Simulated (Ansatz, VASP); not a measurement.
# TiBMoC2 in VASP and in Ansatz

```
Ti B Mo C
1.0
    -1.54916    1.54916    4.85157
     1.54916   -1.54916    4.85157
     1.54916    1.54916   -4.85157
Ti B Mo C
1 1 1 2
Direct
  0.00000 0.00000 0.00000
  0.75000 0.25000 0.50000
  0.25000 0.75000 0.50000
  0.57541 0.57541 0.00000
  0.42459 0.42459 0.00000
```

Change from the starting cell: species swapped into the YCuSi2Ni type (I-4m2, No. 119).

Alike in both runs: functional PBE; k mesh 6 × 6 × 6; occupations gaussian, width 0.1 eV; no spin polarisation.

Ansatz relaxed the structure, and its values are those at the end. VASP's run is a single point on that final structure, the one shown.

```csv
,VASP,Ansatz
version,VASP 6.6.1,Ansatz 0.2.0
potentials or method,"VASP PAW PBE potentials, release 64 (Ti_sv, B, Mo_sv, C), cutoff 520 eV","scalar-relativistic, plane waves, PAW"
valence electrons in the cell,37,37
```

|  | VASP | Ansatz | Ansatz less VASP |
| --- | --- | --- | --- |
| gap on the k mesh at the Fermi level (eV) | none | none | - |
| pressure (GPa) | 0.3 | -0.2 | -0.47 |
| rms of the force components (eV/Å) | 0.017 | 0.000 | -0.0174 |

A gap of «none» marks a metal or a gap that the smearing closes.

The k mesh is coarse, so the values compare programs but aren't converged.
